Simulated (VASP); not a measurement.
Write the native input for VASP 6.6.1 that does the following.

```yaml
Task: single point
Functional: PBE
Potentials_or_basis: VASP PAW PBE potentials, release 64 (Be, Te)
Cutoff: 600 eV
k_mesh: 3 × 3 × 3
Occupations: gaussian, width 0.01 eV
Spin: no spin polarisation
Dipole_correction: no
Further_INCAR_settings: ALGO = Normal; EDIFF = 1e-06; NBANDS = 11
```

The structure of BeTe lies in POSCAR:

```
BeTe
1.0
    0.0000000000      2.8286228760      2.8286228760
    2.8286228760      0.0000000000      2.8286228760
    2.8286228760      2.8286228760      0.0000000000
Be Te
1 1
Direct
    0.0000000000      0.0000000000      0.0000000000
    0.2500000000      0.2500000000      0.2500000000
```

The input as run:

INCAR

```
SYSTEM = BeTe
ALGO = Normal ; EDIFF = 1E-6
ENCUT = 600 ; GGA = PE
GGA_COMPAT = .False. ; ISIF = 2
ISMEAR = 0 ; LASPH = .True.
LCHARG = .False. ; LREAL = .False.
LWAVE = .False. ; NBANDS = 11
NELM = 120 ; PREC = Accurate
SIGMA = 0.01
```

KPOINTS

```
k-points
0
Gamma
  3 3 3
  0 0 0
```

Potentials or basis: VASP PAW PBE potentials, release 64 (Be, Te).

Command:

```console
$ cat potpaw_PBE.64/Be/POTCAR potpaw_PBE.64/Te/POTCAR > POTCAR
$ mpirun -np 1 vasp_std > vasp.out
```

It gave:

| Item | Value |
| --- | --- |
| Pressure | 1.9 GPa |
| Band gap on the k mesh | 2.26 eV, indirect (least direct gap 3.58 eV) |

Caveat: the k points lie up to 0.64 Å⁻¹ apart; spin-orbit coupling is left out, which moves the levels of the heavy elements.

Wall time 5.6 s on 1 thread of AMD EPYC 7R43 64-Core Processor (Zen 3), on a shared host, peak memory 0.14 GiB.
